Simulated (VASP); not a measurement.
# Be: single point with PBE

Be:

```
Be
1.0
     0.00000    3.15716    3.15716
     3.15716    0.00000    3.15716
     3.15716    3.15716    0.00000
Be
8
Cartesian
  0.0000 0.0000 0.0000
  1.5786 4.7357 3.1572
  1.5786 3.1572 4.7357
  3.1572 4.7357 4.7357
  3.1572 1.5786 4.7357
  1.5786 3.1572 1.5786
  1.5786 1.5786 3.1572
  3.1572 3.1572 3.1572
```

```
Program             : VASP 6.6.1
Task                : single point
Functional          : PBE
Potentials or basis : VASP PAW PBE potentials, release 64 (Be)
Cutoff              : 520 eV
k mesh              : 6 × 6 × 6
Occupations         : gaussian, width 0.2 eV
Spin                : no spin polarisation
```

```yaml
Pressure: 0.4 GPa
Band_gap_on_the_k_mesh: zero (band 8 reaches 8.52 eV, above the bottom of band 9 at 7.58 eV)
```

Levels at points of the mesh, in eV from the Fermi level:
```tsv
k point	band 5	band 6	band 7	band 8	band 9	band 10	band 11	band 12
(0.00, 0.00, 0.00)	-5.35	-2.72	-2.72	-2.72	-0.04	-0.04	-0.04	-0.04
(0.50, 0.00, 0.00)	-4.43	-4.43	-4.43	-4.43	2.60	2.60	2.60	2.60
(0.50, 0.50, 0.00)	-6.37	-6.37	0.91	0.91	0.91	0.91	3.08	3.08
```

It took 16 s on 1 thread of AMD EPYC 9R45 (Zen 5) (shared host), peak memory 0.16 GiB.
